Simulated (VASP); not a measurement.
# SnO2: single point with PBEsol

SnO2:

```xyz
3
Lattice="1.6471 0.9510 4.5249 -1.6471 0.9510 4.5249 0.0000 -1.9019 4.5249" Properties=species:S:1:pos:R:3 pbc="T T T"
Sn    0.0000    0.0000    6.7874
O     0.0000    0.0000    3.4498
O     0.0000    0.0000   10.1250
```

This cell differs from its parent crystal: atoms shifted along a free coordinate.

- Program: VASP 6.6.1
- Task: single point
- Functional: PBEsol
- Potentials or basis: VASP PAW PBE potentials, release 64 (Sn_d, O)
- Cutoff: 520 eV
- k mesh: 12 × 12 × 12
- Occupations: gaussian, width 0.05 eV
- Spin: no spin polarisation
- Dipole correction: no
- Further INCAR settings: ALGO = Normal; EDIFF = 1e-06; NBANDS = 20

```yaml
Pressure: -19.1 GPa
Largest_force: 2.588 eV/Å
Band_gap_on_the_k_mesh: 0.77 eV
```

Forces on the atoms (eV/Å):
```
Sn   0.000  0.000  0.000
O    0.000  0.000 -2.588
O    0.000  0.000  2.588
```

Stress tensor (GPa, compression positive):
```
-17.76   0.00   0.00
  0.00 -17.76   0.00
  0.00   0.00 -21.76
```

Levels at points of the mesh, in eV from the valence-band top:
```csv
k point,band 11,band 12,band 13,band 14,band 15,band 16
"(0.00, 0.00, 0.00)",-0.99,-0.99,0.00,0.77,4.89,9.78
"(0.50, 0.00, 0.00)",-2.19,-1.20,-1.04,3.79,6.42,8.89
"(0.50, 0.50, 0.00)",-1.26,-0.55,-0.10,3.22,5.32,9.36
"(0.50, 0.50, 0.50)",-1.32,-0.76,-0.76,2.85,4.82,10.11
```

It took 2.7 min on 1 thread of Intel(R) Xeon(R) 6975P-C (Granite Rapids), with other jobs on the host, peak memory 0.32 GiB.

Caveat: the cell differs from its parent crystal (atoms shifted along a free coordinate); the cell stands under tension; the PAW data sets were made with another functional, which shifts forces and pressure a little; spin-orbit coupling is left out, which moves the levels of the heavy elements. A k mesh can miss the band edges.
